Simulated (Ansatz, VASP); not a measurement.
## Two plane-wave programs on In2Sb3

```
In Sb
1.0
     5.67241    0.00000    0.00000
     0.00000    5.67241    0.00000
     0.00000    0.00000    5.67241
In Sb
2 3
Direct
  0.00000 0.00000 0.00000
  0.50000 0.50000 0.50000
  0.50000 0.00000 0.00000
  0.00000 0.50000 0.00000
  0.00000 0.00000 0.50000
```

Alike in both runs: functional PBE; k mesh 4 × 4 × 4; occupations gaussian, width 0.1 eV; no spin polarisation.

Ansatz relaxed the structure, and its values are those at the end. VASP's run is a single point on that final structure, the one shown.

```csv
,VASP,Ansatz
version,VASP 6.6.1,Ansatz 0.2.0
potentials or method,"VASP PAW PBE potentials, release 64 (In_d, Sb), cutoff 520 eV","scalar-relativistic, plane waves, PAW"
valence electrons in the cell,41,71
```

VASP gave:

| Quantity | Value |
| --- | --- |
| gap on the k mesh at the Fermi level (eV) | none |
| pressure (GPa) | -0.2 |

Problem. Which values does Ansatz return?

Solution. gap on the k mesh at the Fermi level (eV): none; pressure (GPa): -0.1.

A gap of «none» marks a metal or a gap that the smearing closes. The functional is the same, so the differences come from potentials, cutoffs and numerics. VASP's potentials hold 41 valence electrons a cell and Ansatz's 71, so a difference there can come from the potentials and not from the codes.

Neither program's run includes spin-orbit coupling.
